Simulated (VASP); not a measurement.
# CdS (P3m1) in VASP: notebook

CdS is run at these levels: LDA, PBE+D4, PBE+D3(BJ); tasks: single point.

Program: VASP 6.6.1. These are calculated values, not measurements. Logs are shortened: lines on timing, memory, paths and dates and some standing lists are left out, and cuts for length are marked.

### Step 1. The cell of the first run

The structure is trigonal, space group P3m1 (No. 156). The conventional cell has a = 4.094 Å, b = 4.094 Å, c = 3.978 Å, α = 90.00°, β = 90.00°, γ = 120.00°. Within 3.2 Å of Cd (site symmetry 3m) lie 3 S at 2.41 Å. S (site symmetry 3m) has 3 Cd at 2.41 Å within 3.2 Å.

### Step 2. Single point, LDA

The input, INCAR:

```
SYSTEM = CdS
ALGO = Normal ; EDIFF = 1E-6
ENCUT = 520 ; GGA = CA
ISIF = 2 ; ISMEAR = -1
LASPH = .TRUE. ; LCHARG = .TRUE.
LELF = .TRUE. ; LREAL = .FALSE.
LVHAR = .TRUE. ; LWAVE = .FALSE.
NBANDS = 16 ; NELM = 80
PREC = Accurate ; SIGMA = 0.05
```

The input, KPOINTS:

```
k-points
0
G
  7 7 5
  0 0 0
```

The input, POSCAR:

```
CdS
1.0
    4.0943100321      0.0000000000      0.0000000000
   -2.0471550161      3.5457764988      0.0000000000
    0.0000000000      0.0000000000      3.9777777860
Cd S
1 1
Direct
    0.0000000000      0.0000000000      0.3828145019
    0.6666666667      0.3333333333      0.4941854981
```

Potentials or basis: VASP PAW LDA potentials, release 64 (Cd, S).

Launch:

```console
cat potpaw_LDA.64/Cd/POTCAR potpaw_LDA.64/S/POTCAR > POTCAR
mpirun -np 1 vasp_std > vasp.out
```

OUTCAR:

```text
SYSTEM = CdS
   EDIFF = 1E-6
   ENCUT = 520
   GGA = CA
   ISIF = 2
   ISMEAR = -1
   LASPH = .TRUE.
   LREAL = .FALSE.
   NELM = 80
   PREC = Accurate

 ion  position               nearest neighbor table
   1  0.000  0.000  0.383-   2 2.41   2 2.41   2 2.41
   2  0.667  0.333  0.494-   1 2.41   1 2.41   1 2.41

  LATTYP: Found a hexagonal cell.
 ALAT       =     4.0943100321
 C/A-ratio  =     0.9715380015

  Lattice vectors:

 A1 = (   4.0943100321,   0.0000000000,   0.0000000000)
 A2 = (  -2.0471550161,   3.5457764988,   0.0000000000)
 A3 = (   0.0000000000,   0.0000000000,   3.9777777860)

Analysis of symmetry for initial positions (statically):
=====================================================================
 Subroutine PRICEL returns:
 Original cell was already a primitive cell.

 Routine SETGRP: Setting up the symmetry group for a
 hexagonal supercell.

 Subroutine GETGRP returns: Found  6 space group operations
 (whereof  6 operations were pure point group operations)
 out of a pool of 24 trial point group operations.

The static configuration has the point symmetry C_3v.

Analysis of symmetry for dynamics (positions and initial velocities):
=====================================================================
 Subroutine PRICEL returns:
 Original cell was already a primitive cell.

 Routine SETGRP: Setting up the symmetry group for a
 hexagonal supercell.

 Subroutine GETGRP returns: Found  6 space group operations
 (whereof  6 operations were pure point group operations)
 out of a pool of 24 trial point group operations.

The dynamic configuration has the point symmetry C_3v.

 Subroutine INISYM returns: Found  6 space group operations
 (whereof  6 operations are pure point group operations),
 and found     1 'primitive' translations

----------------------------------------------------------------------------------------

                                     Primitive cell

  volume of cell :      57.7474

  direct lattice vectors                    reciprocal lattice vectors
     4.094310032  0.000000000  0.000000000     0.244241397  0.141012836  0.000000000
    -2.047155016  3.545776499  0.000000000     0.000000000  0.282025672  0.000000000
     0.000000000  0.000000000  3.977777786     0.000000000  0.000000000  0.251396648

  length of vectors
     4.094310032  4.094310032  3.977777786     0.282025672  0.282025672  0.251396648

  position of ions in fractional coordinates (direct lattice)
     0.000000000  0.000000000  0.382814502
     0.666666667  0.333333333  0.494185498

  ion indices of the primitive-cell ions
   primitive index   ion index
                 1           1
                 2           2

----------------------------------------------------------------------------------------

 KPOINTS: k-points

Automatic generation of k-mesh.
 Grid dimensions read from file:
 generate k-points for:    7    7    5

 Generating k-lattice:

  Cartesian coordinates                     Fractional coordinates (reciprocal lattice)
     0.034891628  0.020144691  0.000000000     0.142857143 -0.000000000  0.000000000
     0.000000000  0.040289382  0.000000000     0.000000000  0.142857143  0.000000000
     0.000000000  0.000000000  0.050279330     0.000000000  0.000000000  0.200000000

  Length of vectors
     0.040289382  0.040289382  0.050279330

  Shift w.r.t. Gamma in fractional coordinates (k-lattice)
     0.000000000  0.000000000  0.000000000

 Subroutine IBZKPT returns following result:
 ===========================================

 Found     32 irreducible k-points:

 Following reciprocal coordinates:
            Coordinates               Weight
  0.000000  0.000000  0.000000      1.000000
  0.142857  0.000000  0.000000      6.000000
  0.285714  0.000000  0.000000      6.000000
  0.428571  0.000000  0.000000      6.000000
  0.142857  0.142857  0.000000      6.000000
  0.285714  0.142857  0.000000     12.000000
[... 16 lines left out ...]
  0.000000  0.142857  0.400000      6.000000
  0.285714  0.000000  0.400000      6.000000
 [... further k-points ...]
   k-points           NKPTS =     32   k-points in BZ     NKDIM =     32   number of bands    NBANDS=     16
   number of dos      NEDOS =    301   number of ions     NIONS =      2
   total plane-waves  NPLWV =  27000
   dimension x,y,z NGX =    30 NGY =   30 NGZ =   30
   dimension x,y,z NGXF=    60 NGYF=   60 NGZF=   60
   ions per type =               1   1
   NGX,Y,Z   is equivalent  to a cutoff of  12.18, 12.18, 12.54 a.u.
   NGXF,Y,Z  is equivalent  to a cutoff of  24.36, 24.36, 25.08 a.u.
 SYSTEM =  CdS
   PREC   = accura    normal or accurate (medium, high low for compatibility)
   ISTART =      0    job   : 0-new  1-cont  2-samecut
   ICHARG =      2    charge: 1-file 2-atom 10-const
   ISPIN  =      1    spin polarized calculation?
   LNONCOLLINEAR =      F non collinear calculations
   LSORBIT =      F    spin-orbit coupling
   LASPH  =      T    aspherical Exc in radial PAW
   ENCUT  =  520.0 eV  38.22 Ry    6.18 a.u.   7.61  7.61  7.40*2*pi/ulx,y,z
   NELM   =     80;   NELMIN=  2; NELMDL= -5     # of ELM steps
   EDIFF  = 0.1E-05   stopping-criterion for ELM
   LREAL  =      F    real-space projection
   EDIFFG = 0.1E-04   stopping-criterion for IOM
   NSW    =      0    number of steps for IOM
   IBRION =     -1    ionic relax: 0-MD 1-quasi-New 2-CG
   NFREE  =      0    steps in history (QN), initial steepest desc. (CG)
   ISIF   =      2    stress and relaxation
   ISYM   =      2    0-nonsym 1-usesym 2-fastsym
   POTIM  = 0.5000    time-step for ionic-motion
   TEBEG  =    0.0;   TEEND  =   0.0 temperature during run
   PSTRESS=    0.0 pullay stress
   NELECT =      18.0000    total number of electrons
   NUPDOWN=      -1.0000    fix difference up-down
   EMIN   =  10.00;   EMAX   =-10.00  energy-range for DOS
   EFERMI =   0.00;   METHOD = LEGACY
   ISMEAR =    -1;   SIGMA  =   0.05  broadening in eV -4-tet -1-fermi 0-gaus
   EFERMI_NEDOS =   21; number of points for ismear=-14 and -15
   IALGO  =     38    algorithm
   IMIX   =      4    mixing-type and parameters
     AMIX     =   0.40;   BMIX     =  1.00
     AMIX_MAG =   1.60;   BMIX_MAG =  1.00
  volume/ion in A,a.u.               =      28.87       194.85
  Fermi-wavevector in a.u.,A,eV,Ry     =   1.109996  2.097589 16.763621  1.232091
  Thomas-Fermi vector in A             =   2.246542
   LORBIT       =      0    0 simple, 1 ext, 2 COOP (PROOUT), +10 PAW based schemes
   GGA     = CA    functional components
   LHFCALC =     F    Hartree Fock is set to
   AEXX    =    0.0000 exact exchange contribution
   IVDW    =     0    specifies the selected vdW correction
   LEPSILON=     F    determine dielectric tensor
   LRPA    =     F    only Hartree local field effects (RPA)
 non-spin polarized calculation
  energy-cutoff  :      520.00
  volume of cell :       57.75
 maximum number of plane-waves:      1587
   NGX = 15   NGY = 15   NGZ = 15

 number of electron      18.0000010 magnetization

 Free energy of the ion-electron system (eV)
  ---------------------------------------------------
  ext. energy  EPLUGINS =         0.00000000
  ---------------------------------------------------
  free energy    TOTEN  =        -6.69464165 eV

  energy without entropy =       -6.69463759  energy(sigma->0) =       -6.69463962

 E-fermi :   0.6823     XC(G=0):  -8.8023

 val. band max:        0.1838931196   @ k =   0.2857   0.2857   0.0000
 cond. band min:       1.0631332372   @ k =   0.0000   0.0000   0.0000
 fundamental gap:      0.8792401176
 Fermi energy:         0.6823175774

 k-point     1 :       0.0000    0.0000    0.0000
  band No.  band energies     occupation
      1     -12.1178      2.00000
      2      -7.9822      2.00000
      3      -7.9822      2.00000
      4      -7.3544      2.00000
      5      -7.3302      2.00000
      6      -7.3302      2.00000
[... 8 lines left out ...]
     15      10.6749      0.00000
     16      13.1131      0.00000

 k-point     2 :       0.1429    0.0000    0.0000
  band No.  band energies     occupation
      1     -12.0417      2.00000
      2      -7.9446      2.00000
      3      -7.9229      2.00000
      4      -7.3743      2.00000
      5      -7.3319      2.00000
      6      -7.2943      2.00000
[... 8 lines left out ...]
     15      11.8135      0.00000
     16      12.9244      0.00000

 k-point     3 :       0.2857    0.0000    0.0000
  band No.  band energies     occupation
      1     -11.8699      2.00000
      2      -7.8101      2.00000
      3      -7.7844      2.00000
      4      -7.4157      2.00000
      5      -7.3321      2.00000
      6      -7.1792      2.00000
[... 8 lines left out ...]
     15      11.6841      0.00000
     16      12.5540      0.00000

 k-point     4 :       0.4286    0.0000    0.0000
  band No.  band energies     occupation
      1     -11.7332      2.00000
      2      -7.6703      2.00000
      3      -7.6627      2.00000
      4      -7.4383      2.00000
      5      -7.3247      2.00000
      6      -6.9642      2.00000
[... 8 lines left out ...]
     15      11.5781      0.00000
     16      12.2995      0.00000

 k-point     5 :       0.1429    0.1429    0.0000
  band No.  band energies     occupation
      1     -11.9177      2.00000
      2      -7.8785      2.00000
      3      -7.8010      2.00000
      4      -7.4033      2.00000
      5      -7.3361      2.00000
      6      -7.2167      2.00000
[... 8 lines left out ...]
     15      11.9976      0.00000
     16      12.5785      0.00000

 k-point     6 :       0.2857    0.1429    0.0000
  band No.  band energies     occupation
      1     -11.7640      2.00000
      2      -7.7548      2.00000
      3      -7.6507      2.00000
      4      -7.4315      2.00000
      5      -7.3405      2.00000
      6      -7.0180      2.00000
[... 8 lines left out ...]
     15      11.0657      0.00000
     16      12.1205      0.00000
[... 267 lines left out ...]
 k-point    21 :       0.0000    0.0000    0.4000
  band No.  band energies     occupation
      1     -11.9646      2.00000
      2      -7.9717      2.00000
      3      -7.9717      2.00000
      4      -7.3709      2.00000
      5      -7.3709      2.00000
      6      -7.1016      2.00000
[... 8 lines left out ...]
     15      10.6495      0.00000
     16      11.6915      0.00000

 k-point    22 :       0.1429    0.0000    0.4000
  band No.  band energies     occupation
      1     -11.8941      2.00000
      2      -7.9310      2.00000
      3      -7.9153      2.00000
      4      -7.4099      2.00000
      5      -7.3723      2.00000
      6      -7.0620      2.00000
[... 8 lines left out ...]
     15      10.3951      0.00000
     16      11.7363      0.00000

 k-point    23 :       0.0000    0.1429    0.4000
  band No.  band energies     occupation
      1     -11.8940      2.00000
      2      -7.9325      2.00000
      3      -7.9140      2.00000
      4      -7.4090      2.00000
      5      -7.3732      2.00000
      6      -7.0626      2.00000
[... 8 lines left out ...]
     15      10.2668      0.00000
     16      11.8140      0.00000

 k-point    24 :       0.2857    0.0000    0.4000
  band No.  band energies     occupation
      1     -11.7363      2.00000
      2      -7.7866      2.00000
      3      -7.7845      2.00000
      4      -7.4747      2.00000
      5      -7.3711      2.00000
      6      -6.9749      2.00000
[... 8 lines left out ...]
     15      10.4356      0.00000
     16      12.0789      0.00000

 [... further k-points ...]
[... 5 lines left out ...]
  --------------------------------------------------------------------------------------
  -------------------------------------------------------------------------------------
  Total        0.2322275      0.2322275     -0.0017615     -0.0000000      0.0000000      0.0000000
  in kB        6.4430509      6.4430509     -0.0488730     -0.0000000      0.0000000      0.0000000
  external PRESSURE =       4.2790763 kB  Pullay stress =       0.0000000 kB

 VOLUME and BASIS-vectors are now :
 -----------------------------------------------------------------------------
  energy-cutoff  :      520.00
  volume of cell :       57.75
      direct lattice vectors                 reciprocal lattice vectors
     4.094310032  0.000000000  0.000000000     0.244241397  0.141012836  0.000000000
    -2.047155016  3.545776499  0.000000000     0.000000000  0.282025672  0.000000000
     0.000000000  0.000000000  3.977777786     0.000000000  0.000000000  0.251396648

 POSITION                                       TOTAL-FORCE (eV/Angst)
 -----------------------------------------------------------------------------------
      0.00000      0.00000      1.52275        -0.000000      0.000000     -0.034480
      2.04716      1.18193      1.96576         0.000000     -0.000000      0.034480
 -----------------------------------------------------------------------------------
    total drift:                               -0.000000     -0.000000      0.000188

  FREE ENERGIE OF THE ION-ELECTRON SYSTEM (eV)
  ---------------------------------------------------
  free  energy   TOTEN  =        -6.6946416512 eV

  energy  without entropy=       -6.6946375886  energy(sigma->0) =       -6.69463962
```

Run time: 40 s. Hardware: 1 thread of Intel Xeon Platinum 8259CL at 2.50GHz (Skylake/Cascade Lake), shared host; peak memory 0.16 GiB.

What came out:

| Quantity | Value |
| --- | --- |
| Free energy | -6.6946 eV |
| Pressure | 0.4 GPa |
| Largest force | 0.034 eV/Å |
| Band gap on the k mesh | 0.88 eV (least direct gap 1.12 eV) |

Forces on the atoms (eV/Å):
```
Cd   0.000  0.000 -0.034
S    0.000  0.000  0.034
```

Caveat: an odd mesh through Γ misses points on the zone boundary, where band edges can lie.

### Step 3. Single point, PBE+D4

This run uses another cell than the first one, of 28.10 Å³/atom.

The input, INCAR:

```
SYSTEM = CdS
PREC = Accurate
ENCUT = 520
EDIFF = 1E-7
ISMEAR = -1
SIGMA = 0.05
LREAL = .FALSE.
LASPH = .TRUE.
NELM = 80
ALGO = Normal
ISIF = 2
LWAVE = .FALSE.
LCHARG = .TRUE.
GGA = PE
IVDW = 13
LELF = .TRUE.
LVHAR = .TRUE.
NBANDS = 16
```

The input, KPOINTS:

```
Automatic mesh
0
G
  7 7 5
  0 0 0
```

The input, POSCAR:

```
CdS
1.0
    4.1055881227      0.0000000000      0.0000000000
   -2.0527940614      3.5555436118      0.0000000000
    0.0000000000      0.0000000000      3.8501630455
Cd S
1 1
Direct
    0.0000000000      0.0000000000      0.5268980186
    0.6666666667      0.3333333333      0.3501019814
```

Potentials or basis: VASP PAW PBE potentials, release 64 (Cd, S).

Launch:

```console
cat potpaw_PBE.64/Cd/POTCAR potpaw_PBE.64/S/POTCAR > POTCAR
mpirun -np 1 vasp_std > vasp.out
```

Wall time 43 s (1 thread of Intel Xeon 8259CL, shared host); peak memory 0.19 GiB.

It converged, with:

| Property | Result |
| --- | --- |
| Free energy | -6.0945 eV |
| Pressure | 0.3 GPa |
| Largest force | 0.033 eV/Å |
| Band gap on the k mesh | 0.95 eV (least direct gap 1.25 eV) |
| Dispersion energy per atom | -0.275 eV |

Forces on the atoms (eV/Å):
```
Cd   0.000  0.000  0.033
S    0.000  0.000 -0.033
```

Stress tensor (GPa, compression positive):
```
0.42 0.00 0.00
0.00 0.42 0.00
0.00 0.00 0.05
```

Levels at points of the mesh, in eV from the valence-band top:
| k point | band 5 | band 6 | band 7 | band 8 | band 9 | band 10 | band 11 | band 12 | band 13 | band 14 |
| --- | --- | --- | --- | --- | --- | --- | --- | --- | --- | --- |
| (0.00, 0.00, 0.00) | -7.46 | -7.46 | -0.72 | -0.30 | -0.30 | 0.95 | 5.90 | 6.55 | 6.55 | 10.45 |

Caveat: an odd mesh through Γ misses points on the zone boundary, where band edges can lie.

(Continued in part 2 of 2.)
